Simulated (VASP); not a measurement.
# Ga (Im-3m) in VASP: a series of runs

The runs below take Ga through single point, relaxation of cell and atoms, with PBE.

Everything below comes from runs of VASP 6.6.1. Logs are shortened: lines on timing, memory, paths and dates and some standing lists are left out, and cuts for length are marked.

### 1 The cell of the first run

The structure is cubic, space group Im-3m (No. 229). The conventional cell has a = 2.528 Å, b = 2.528 Å, c = 2.528 Å, α = 90.00°, β = 90.00°, γ = 90.00°. Ga (site symmetry m-3m) has 14 Ga at 2.19 to 2.53 Å within 2.9 Å.

### 2 Single point, PBE (volume scaled by 0.421, to set the pressure)

INCAR

```
SYSTEM = Ga
PREC = Accurate ; ENCUT = 520
EDIFF = 1E-6 ; ISMEAR = -1
SIGMA = 0.05 ; LREAL = .FALSE.
LASPH = .TRUE. ; NELM = 80
ALGO = Normal ; ISIF = 2
LWAVE = .FALSE. ; LCHARG = .FALSE.
GGA = PE ; NBANDS = 12
```

KPOINTS

```
Automatic mesh
0
G
  21 21 21
  0 0 0
```

POSCAR

```
Ga
1.0
   -1.2640490346      1.2640490346      1.2640490346
    1.2640490346     -1.2640490346      1.2640490346
    1.2640490346      1.2640490346     -1.2640490346
Ga
1
Direct
    0.0000000000      0.0000000000      0.0000000000
```

Potentials or basis: VASP PAW PBE potentials, release 64 (Ga_d).

Started as:

```bash
$ cat potpaw_PBE.64/Ga_d/POTCAR > POTCAR
$ mpirun -np 1 vasp_std > vasp.out
```

OUTCAR:

```text
SYSTEM = Ga
   PREC = Accurate
   ENCUT = 520
   EDIFF = 1E-6
   ISMEAR = -1
   LREAL = .FALSE.
   LASPH = .TRUE.
   NELM = 80
   ISIF = 2
   GGA = PE

 ion  position               nearest neighbor table
   1  0.000  0.000  0.000-

  LATTYP: Found a body centered cubic cell.
 ALAT       =     2.5280980692

  Lattice vectors:

 A1 = (  -1.2640490346,   1.2640490346,   1.2640490346)
 A2 = (   1.2640490346,  -1.2640490346,   1.2640490346)
 A3 = (   1.2640490346,   1.2640490346,  -1.2640490346)

Analysis of symmetry for initial positions (statically):
=====================================================================
 Subroutine PRICEL returns:
 Original cell was already a primitive cell.

 Routine SETGRP: Setting up the symmetry group for a
 body centered cubic supercell.

 Subroutine GETGRP returns: Found 48 space group operations
 (whereof 48 operations were pure point group operations)
 out of a pool of 48 trial point group operations.

The static configuration has the point symmetry O_h .

Analysis of symmetry for dynamics (positions and initial velocities):
=====================================================================
 Subroutine PRICEL returns:
 Original cell was already a primitive cell.

 Routine SETGRP: Setting up the symmetry group for a
 body centered cubic supercell.

 Subroutine GETGRP returns: Found 48 space group operations
 (whereof 48 operations were pure point group operations)
 out of a pool of 48 trial point group operations.

The dynamic configuration has the point symmetry O_h .

 Subroutine INISYM returns: Found 48 space group operations
 (whereof 48 operations are pure point group operations),
 and found     1 'primitive' translations

----------------------------------------------------------------------------------------

                                     Primitive cell

  volume of cell :       8.0789

  direct lattice vectors                    reciprocal lattice vectors
    -1.264049035  1.264049035  1.264049035     0.000000000  0.395554275  0.395554275
     1.264049035 -1.264049035  1.264049035     0.395554275  0.000000000  0.395554275
     1.264049035  1.264049035 -1.264049035     0.395554275  0.395554275  0.000000000

  length of vectors
     2.189397151  2.189397151  2.189397151     0.559398221  0.559398221  0.559398221

  position of ions in fractional coordinates (direct lattice)
     0.000000000  0.000000000  0.000000000

  ion indices of the primitive-cell ions
   primitive index   ion index
                 1           1

----------------------------------------------------------------------------------------

 KPOINTS: Automatic mesh

Automatic generation of k-mesh.
 Grid dimensions read from file:
 generate k-points for:   21   21   21

 Generating k-lattice:

  Cartesian coordinates                     Fractional coordinates (reciprocal lattice)
     0.000000000  0.018835918  0.018835918     0.047619048  0.000000000  0.000000000
     0.018835918  0.000000000  0.018835918     0.000000000  0.047619048  0.000000000
     0.018835918  0.018835918  0.000000000     0.000000000  0.000000000  0.047619048

  Length of vectors
     0.026638011  0.026638011  0.026638011

  Shift w.r.t. Gamma in fractional coordinates (k-lattice)
     0.000000000  0.000000000  0.000000000

 Subroutine IBZKPT returns following result:
 ===========================================

 Found    286 irreducible k-points:

 Following reciprocal coordinates:
            Coordinates               Weight
  0.000000  0.000000  0.000000      1.000000
  0.047619  0.000000  0.000000     12.000000
  0.095238  0.000000  0.000000     12.000000
  0.142857  0.000000  0.000000     12.000000
  0.190476  0.000000  0.000000     12.000000
  0.238095  0.000000  0.000000     12.000000
[... 16 lines left out ...]
  0.142857  0.095238  0.000000     48.000000
  0.190476  0.095238  0.000000     48.000000
 [... further k-points ...]
   k-points           NKPTS =    286   k-points in BZ     NKDIM =    286   number of bands    NBANDS=     12
   number of dos      NEDOS =    301   number of ions     NIONS =      1
   total plane-waves  NPLWV =   4096
   dimension x,y,z NGX =    16 NGY =   16 NGZ =   16
   dimension x,y,z NGXF=    32 NGYF=   32 NGZF=   32
   ions per type =               1
   NGX,Y,Z   is equivalent  to a cutoff of  12.15, 12.15, 12.15 a.u.
   NGXF,Y,Z  is equivalent  to a cutoff of  24.30, 24.30, 24.30 a.u.
 SYSTEM =  Ga
   PREC   = accura    normal or accurate (medium, high low for compatibility)
   ISTART =      0    job   : 0-new  1-cont  2-samecut
   ICHARG =      2    charge: 1-file 2-atom 10-const
   ISPIN  =      1    spin polarized calculation?
   LNONCOLLINEAR =      F non collinear calculations
   LSORBIT =      F    spin-orbit coupling
   LASPH  =      T    aspherical Exc in radial PAW
   ENCUT  =  520.0 eV  38.22 Ry    6.18 a.u.   4.07  4.07  4.07*2*pi/ulx,y,z
   NELM   =     80;   NELMIN=  2; NELMDL= -5     # of ELM steps
   EDIFF  = 0.1E-05   stopping-criterion for ELM
   LREAL  =      F    real-space projection
   EDIFFG = 0.1E-04   stopping-criterion for IOM
   NSW    =      0    number of steps for IOM
   IBRION =     -1    ionic relax: 0-MD 1-quasi-New 2-CG
   NFREE  =      0    steps in history (QN), initial steepest desc. (CG)
   ISIF   =      2    stress and relaxation
   ISYM   =      2    0-nonsym 1-usesym 2-fastsym
   POTIM  = 0.5000    time-step for ionic-motion
   TEBEG  =    0.0;   TEEND  =   0.0 temperature during run
   PSTRESS=    0.0 pullay stress
   NELECT =      13.0000    total number of electrons
   NUPDOWN=      -1.0000    fix difference up-down
   EMIN   =  10.00;   EMAX   =-10.00  energy-range for DOS
   EFERMI =   0.00;   METHOD = LEGACY
   ISMEAR =    -1;   SIGMA  =   0.05  broadening in eV -4-tet -1-fermi 0-gaus
   EFERMI_NEDOS =   21; number of points for ismear=-14 and -15
   IALGO  =     38    algorithm
   IMIX   =      4    mixing-type and parameters
     AMIX     =   0.40;   BMIX     =  1.00
     AMIX_MAG =   1.60;   BMIX_MAG =  1.00
  volume/ion in A,a.u.               =       8.08        54.52
  Fermi-wavevector in a.u.,A,eV,Ry     =   1.918398  3.625246 50.072849  3.680251
  Thomas-Fermi vector in A             =   2.953407
   LORBIT       =      0    0 simple, 1 ext, 2 COOP (PROOUT), +10 PAW based schemes
   GGA     = PE    functional components
   LHFCALC =     F    Hartree Fock is set to
   AEXX    =    0.0000 exact exchange contribution
   IVDW    =     0    specifies the selected vdW correction
   LEPSILON=     F    determine dielectric tensor
   LRPA    =     F    only Hartree local field effects (RPA)
 non-spin polarized calculation
  energy-cutoff  :      520.00
  volume of cell :        8.08
 maximum number of plane-waves:       236
   NGX =  9   NGY =  9   NGZ =  9

 number of electron      13.0000006 magnetization

 Free energy of the ion-electron system (eV)
  ---------------------------------------------------
  ext. energy  EPLUGINS =         0.00000000
  ---------------------------------------------------
  free energy    TOTEN  =         2.23624189 eV

  energy without entropy =        2.23820585  energy(sigma->0) =        2.23722387

 E-fermi :  18.3257     XC(G=0): -16.0773

 val. band max:       18.2665712493   @ k =  -0.4762   0.4762   0.3810
 cond. band min:      18.3519242357   @ k =  -0.3810   0.4286   0.1905
 fundamental gap:      0.0853529864
 Fermi energy:        18.3256687787

 k-point     1 :       0.0000    0.0000    0.0000
  band No.  band energies     occupation
      1      -2.8144      2.00000
      2       0.0772      2.00000
      3       0.0772      2.00000
      4       0.0772      2.00000
      5       1.1955      2.00000
      6       1.1955      2.00000
      7      40.9795      0.00000
      8      40.9795      0.00000
      9      40.9795      0.00000
     10      45.8513      0.00000
     11      45.8513      0.00000
     12      45.8513      0.00000

 k-point     2 :       0.0476    0.0000    0.0000
  band No.  band energies     occupation
      1      -2.7024      2.00000
      2       0.0617      2.00000
      3       0.0805      2.00000
      4       0.1147      2.00000
      5       1.1801      2.00000
      6       1.1964      2.00000
      7      39.7288      0.00000
      8      40.6965      0.00000
      9      40.7124      0.00000
     10      44.2903      0.00000
     11      44.3304      0.00000
     12      44.5954      0.00000

 k-point     3 :       0.0952    0.0000    0.0000
  band No.  band energies     occupation
      1      -2.3741      2.00000
      2       0.0165      2.00000
      3       0.0936      2.00000
      4       0.2249      2.00000
      5       1.1401      2.00000
      6       1.1994      2.00000
      7      36.8256      0.00000
      8      39.7403      0.00000
      9      40.0188      0.00000
     10      42.0849      0.00000
     11      43.1346      0.00000
     12      43.9917      0.00000
[... 286 lines left out ...]
 k-point    23 :       0.1429    0.0952    0.0000
  band No.  band energies     occupation
      1      -1.0431      2.00000
      2      -0.0975      2.00000
      3       0.0704      2.00000
      4       0.9162      2.00000
      5       1.0080      2.00000
      6       1.2997      2.00000
      7      30.2374      0.00000
      8      32.5596      0.00000
      9      36.7354      0.00000
     10      40.4011      0.00000
     11      43.8171      0.00000
     12      45.1871      0.00000

 k-point    24 :       0.1905    0.0952    0.0000
  band No.  band energies     occupation
      1      -0.7405      2.00000
      2      -0.1987      2.00000
      3       0.3490      2.00000
      4       0.9890      2.00000
      5       1.1831      2.00000
      6       1.6801      2.00000
      7      27.0110      0.00000
      8      31.2280      0.00000
      9      35.2854      0.00000
     10      39.8686      0.00000
     11      44.1298      0.00000
     12      45.3684      0.00000

 [... further k-points ...]
[... 5 lines left out ...]
  --------------------------------------------------------------------------------------
  -------------------------------------------------------------------------------------
  Total       16.9032858     16.9032858     16.9032858     -0.0000000      0.0000000     -0.0000000
  in kB     3352.2003097   3352.2003097   3352.2003097     -0.0000000      0.0000000     -0.0000000
  external PRESSURE =    3352.2003097 kB  Pullay stress =       0.0000000 kB

 VOLUME and BASIS-vectors are now :
 -----------------------------------------------------------------------------
  energy-cutoff  :      520.00
  volume of cell :        8.08
      direct lattice vectors                 reciprocal lattice vectors
    -1.264049035  1.264049035  1.264049035     0.000000000  0.395554275  0.395554275
     1.264049035 -1.264049035  1.264049035     0.395554275  0.000000000  0.395554275
     1.264049035  1.264049035 -1.264049035     0.395554275  0.395554275  0.000000000

 POSITION                                       TOTAL-FORCE (eV/Angst)
 -----------------------------------------------------------------------------------
      0.00000      0.00000      0.00000         0.000000     -0.000000     -0.000000
 -----------------------------------------------------------------------------------
    total drift:                                0.000000      0.000000     -0.000000

  FREE ENERGIE OF THE ION-ELECTRON SYSTEM (eV)
  ---------------------------------------------------
  free  energy   TOTEN  =         2.2362418913 eV

  energy  without entropy=        2.2382058457  energy(sigma->0) =        2.23722387
```

Wall time 11 s (1 thread of Intel Xeon Platinum 8259CL at 2.50GHz (Skylake/Cascade Lake), shared host); peak memory 0.13 GiB.

What came out:

```
Free energy : 2.2362 eV
Pressure    : 335.2 GPa
```

Levels at points of the mesh, in eV from the Fermi level:
```tsv
k point	band 4	band 5	band 6	band 7	band 8	band 9
(0.00, 0.00, 0.00)	-18.25	-17.13	-17.13	22.65	22.65	22.65
```

Caveat: the cell differs from its parent crystal (volume scaled by 0.421, to set the pressure).

### 3 Single point, PBE

INCAR

```
SYSTEM = Ga
PREC = Accurate ; ENCUT = 520
EDIFF = 1E-6 ; ISMEAR = -1
SIGMA = 0.05 ; LREAL = .FALSE.
LASPH = .TRUE. ; NELM = 100
ALGO = Normal ; ISIF = 2
LWAVE = .FALSE. ; LCHARG = .TRUE.
GGA = PE ; LELF = .TRUE.
LVHAR = .TRUE. ; NBANDS = 12
```

KPOINTS

```
regular mesh
0
G
  21 21 21
  0 0 0
```

POSCAR

```
Ga
1.0
   -1.2645968563      1.2645968563      1.2645968563
    1.2645968563     -1.2645968563      1.2645968563
    1.2645968563      1.2645968563     -1.2645968563
Ga
1
Direct
    0.0000000000      0.0000000000      0.0000000000
```

Potentials or basis: VASP PAW PBE potentials, release 64 (Ga_d).

Started as:

```bash
$ cat potpaw_PBE.64/Ga_d/POTCAR > POTCAR
$ mpirun -np 1 vasp_std > vasp.out
```

OUTCAR:

```text
SYSTEM = Ga
   PREC = Accurate
   ENCUT = 520
   EDIFF = 1E-6
   ISMEAR = -1
   LREAL = .FALSE.
   LASPH = .TRUE.
   NELM = 100
   ISIF = 2
   GGA = PE

 ion  position               nearest neighbor table
   1  0.000  0.000  0.000-

  LATTYP: Found a body centered cubic cell.
 ALAT       =     2.5291937126

  Lattice vectors:

 A1 = (  -1.2645968563,   1.2645968563,   1.2645968563)
 A2 = (   1.2645968563,  -1.2645968563,   1.2645968563)
 A3 = (   1.2645968563,   1.2645968563,  -1.2645968563)

Analysis of symmetry for initial positions (statically):
=====================================================================
 Subroutine PRICEL returns:
 Original cell was already a primitive cell.

 Routine SETGRP: Setting up the symmetry group for a
 body centered cubic supercell.

 Subroutine GETGRP returns: Found 48 space group operations
 (whereof 48 operations were pure point group operations)
 out of a pool of 48 trial point group operations.

The static configuration has the point symmetry O_h .

Analysis of symmetry for dynamics (positions and initial velocities):
[... 158 lines left out ...]
 val. band max:       18.2387603433   @ k =  -0.4762   0.4762   0.3810
 cond. band min:      18.3225498822   @ k =  -0.3810   0.4286   0.1905
 fundamental gap:      0.0837895389
 Fermi energy:        18.2963790697

 k-point     1 :       0.0000    0.0000    0.0000
  band No.  band energies     occupation
      1      -2.8216      2.00000
      2       0.0584      2.00000
      3       0.0584      2.00000
      4       0.0584      2.00000
      5       1.1739      2.00000
      6       1.1739      2.00000
      7      40.9453      0.00000
      8      40.9453      0.00000
      9      40.9453      0.00000
     10      45.7902      0.00000
     11      45.7902      0.00000
     12      45.7902      0.00000
[... 331 lines left out ...]
 k-point    24 :       0.1905    0.0952    0.0000
  band No.  band energies     occupation
      1      -0.7538      2.00000
      2      -0.2166      2.00000
      3       0.3315      2.00000
      4       0.9680      2.00000
      5       1.1618      2.00000
      6       1.6613      2.00000
      7      26.9760      0.00000
      8      31.1898      0.00000
      9      35.2418      0.00000
     10      39.8277      0.00000
     11      44.0795      0.00000
     12      45.3191      0.00000

 [... further k-points ...]
[... 5 lines left out ...]
  --------------------------------------------------------------------------------------
  -------------------------------------------------------------------------------------
  Total       16.8478257     16.8478257     16.8478257      0.0000000      0.0000000      0.0000000
  in kB     3336.8613338   3336.8613338   3336.8613338      0.0000000      0.0000000      0.0000000
  external PRESSURE =    3336.8613338 kB  Pullay stress =       0.0000000 kB

 VOLUME and BASIS-vectors are now :
 -----------------------------------------------------------------------------
  energy-cutoff  :      520.00
  volume of cell :        8.09
      direct lattice vectors                 reciprocal lattice vectors
    -1.264596856  1.264596856  1.264596856     0.000000000  0.395382922  0.395382922
     1.264596856 -1.264596856  1.264596856     0.395382922  0.000000000  0.395382922
     1.264596856  1.264596856 -1.264596856     0.395382922  0.395382922  0.000000000

 POSITION                                       TOTAL-FORCE (eV/Angst)
 -----------------------------------------------------------------------------------
      0.00000      0.00000      0.00000        -0.000000     -0.000000     -0.000000
 -----------------------------------------------------------------------------------
    total drift:                               -0.000000      0.000000     -0.000000

  FREE ENERGIE OF THE ION-ELECTRON SYSTEM (eV)
  ---------------------------------------------------
  free  energy   TOTEN  =         2.2143172904 eV

  energy  without entropy=        2.2162877207  energy(sigma->0) =        2.21530251
```

It took 12 s on 1 thread of Intel Xeon Platinum 8259CL at 2.50GHz (Skylake/Cascade Lake), shared host; peak memory 0.14 GiB.

What came out:

* Free energy: 2.2143 eV
* Pressure: 333.7 GPa

### 4 Single point, PBE

INCAR

```
SYSTEM = Ga
ALGO = Normal
EDIFF = 1E-6
ENCUT = 520
GGA = PE
ISIF = 2
ISMEAR = -1
LASPH = .True.
LCHARG = .True.
LELF = .True.
LREAL = .False.
LVHAR = .True.
LWAVE = .False.
NBANDS = 12
NELM = 80
PREC = Accurate
SIGMA = 0.05
```

KPOINTS

```
k-points
0
Gamma
  21 21 21
  0 0 0
```

POSCAR

```
Ga
1.0
   -1.2646764525      1.2646764525      1.2646764525
    1.2646764525     -1.2646764525      1.2646764525
    1.2646764525      1.2646764525     -1.2646764525
Ga
1
Direct
    0.0000000000      0.0000000000      0.0000000000
```

Started as:

```bash
$ cat potpaw_PBE.64/Ga_d/POTCAR > POTCAR
$ mpirun -np 1 vasp_std > vasp.out
```

It took 12 s on 1 thread of Intel Xeon Platinum 8259CL at 2.50GHz (Skylake/Cascade Lake), shared host; peak memory 0.14 GiB.

Results (log left out):

- Free energy: 2.2111 eV
- Pressure: 333.5 GPa

Levels at points of the mesh, in eV from the Fermi level:
| k point | band 3 | band 4 | band 5 | band 6 | band 7 | band 8 | band 9 | band 10 |
| --- | --- | --- | --- | --- | --- | --- | --- | --- |
| (0.00, 0.00, 0.00) | -18.24 | -18.24 | -17.12 | -17.12 | 22.65 | 22.65 | 22.65 | 27.49 |

(Part 1 of 2 ends here.)
